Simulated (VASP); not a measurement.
Set up this calculation in VASP 6.6.1, as the native input.

* Task: single point
* Functional: PBE
* Potentials or basis: VASP PAW PBE potentials, release 64 (Dy_3, C), 4f in core
* Cutoff: 600 eV
* k mesh: 4 × 4 × 4
* Occupations: gaussian, width 0.1 eV
* Spin: no spin polarisation
* Dipole correction: no
* Mended: yes
* Further INCAR settings: ALGO = Normal; EDIFF = 1e-06; NBANDS = 31

The structure of DyC3 lies in POSCAR:

```
DyC3
1.0
    2.5141013420     -3.6108406518      0.0000000000
    2.5141013420      3.6108406518      0.0000000000
    0.0000000000      0.0000000000      5.6766048278
Dy C
2 6
Direct
    0.8184187265      0.1815812735      0.2538372636
    0.1815812735      0.8184187265      0.7538372636
    0.1482700360      0.8517299640      0.2469215013
    0.8517299640      0.1482700360      0.7469215013
    0.3221857722      0.6778142278      0.3334680911
    0.6778142278      0.3221857722      0.8334680911
    0.5012754200      0.4987245800      0.8957731740
    0.4987245800      0.5012754200      0.3957731740
```

The cell was built from a structure type or drawn by symmetry, and may not be a known phase.

These files were run (other wordings do the same):

INCAR

```
ALGO     = Normal         # electronic algorithm
EDIFF    = 1E-6           # SCF threshold, eV
ENCUT    = 600            # plane-wave cutoff, eV
GGA      = PE             # functional
GGA_COMPAT= False        
ISIF     = 2              # what is computed and relaxed
ISMEAR   = 0              # smearing method
LASPH    = True           # aspherical terms in the spheres
LCHARG   = False          # write CHGCAR
LMAXMIX  = 6              # l up to which the mixer works
LREAL    = False          # projectors in reciprocal space
LWAVE    = False          # write WAVECAR
NBANDS   = 31             # bands
NELM     = 200            # most SCF steps
PREC     = Accurate       # precision mode
SIGMA    = 0.1            # smearing width, eV
```

KPOINTS

```
k-points
0
Gamma
  4 4 4
```

Potentials or basis: VASP PAW PBE potentials, release 64 (Dy_3, C), 4f in core.

The run is started by

```bash
$ cat potpaw_PBE.64/Dy_3/POTCAR potpaw_PBE.64/C/POTCAR > POTCAR
$ mpirun -np 1 vasp_std > vasp.out
```

Results of the run:

```
Pressure               : -1.4 GPa
Largest force          : 0.842 eV/Å
Band gap on the k mesh : zero (bands 21 and 22 overlap by 1.54 eV)
```

Caveat: the k points lie up to 0.38 Å⁻¹ apart, too coarse for converged energies and pressures of a metal; spin-orbit coupling is left out, which moves the levels of the heavy elements; the 4f electrons are frozen in the core, so they carry no moment and show no levels.

Wall time 38 s on 1 thread of Intel(R) Xeon(R) 6975P-C (Granite Rapids), on a shared host, peak memory 0.26 GiB.
